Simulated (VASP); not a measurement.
Crystal: Ga.

```
Ga
1.0
     2.26150   -3.83050    0.00000
     2.26150    3.83050    0.00000
     0.00000    0.00000    4.52400
Ga
4
Direct
  0.84510 0.15490 0.08100
  0.65490 0.34510 0.58100
  0.15490 0.84510 0.91900
  0.34510 0.65490 0.41900
```

- Program: VASP 6.6.1
- Task: relaxation of cell and atoms
- Functional: PBEsol
- Potentials or basis: VASP PAW PBE potentials, release 64 (Ga_d)
- Cutoff: 500 eV
- k mesh: 8 × 8 × 7
- Occupations: fermi-dirac, width 0.1 eV
- Spin: no spin polarisation

At the start: pressure -1.5 GPa; volume 19.59 Å³/atom.

Task: Where does the relaxation end?

Result: Over 16 steps the energy falls by 3.1 meV/atom and the volume is 19.08 Å³/atom (-2.6 %); space group Cmce (No. 64, to 0.05 Å).

The path:
```tsv
step	energy change (eV)	largest force (eV/Å)	pressure (GPa)	volume (Å³)
1	0.0000	0.1193	-1.50	78.38
2	-0.0115	0.0229	-0.08	76.32
3	-0.0114	0.0224	0.11	76.21
4	-0.0115	0.0225	0.05	76.28
5	-0.0116	0.0215	0.06	76.27
6	-0.0119	0.0194	0.13	76.23
7	-0.0120	0.0158	0.04	76.32
8	-0.0121	0.0130	-0.05	76.45
9	-0.0121	0.0128	-0.12	76.48
10	-0.0121	0.0133	-0.06	76.46
11	-0.0121	0.0129	-0.09	76.47
12	-0.0121	0.0116	-0.04	76.45
13	-0.0122	0.0114	-0.03	76.44
14	-0.0122	0.0140	-0.06	76.40
15	-0.0122	0.0024	0.07	76.30
16	-0.0122	0.0030	0.01	76.33
```

Final structure:
```xyz
4
Lattice="2.2473 -3.7958 0.0000 2.2473 3.7958 0.0000 0.0000 0.0000 4.4739" Properties=species:S:1:pos:R:3 pbc="T T T"
Ga    2.2473   -2.6149    0.3783
Ga    2.2473   -1.1809    2.6153
Ga    2.2473    2.6149    4.0957
Ga    2.2473    1.1809    1.8587
```

Caveat: the PAW data sets were made with another functional, which shifts forces and pressure a little.
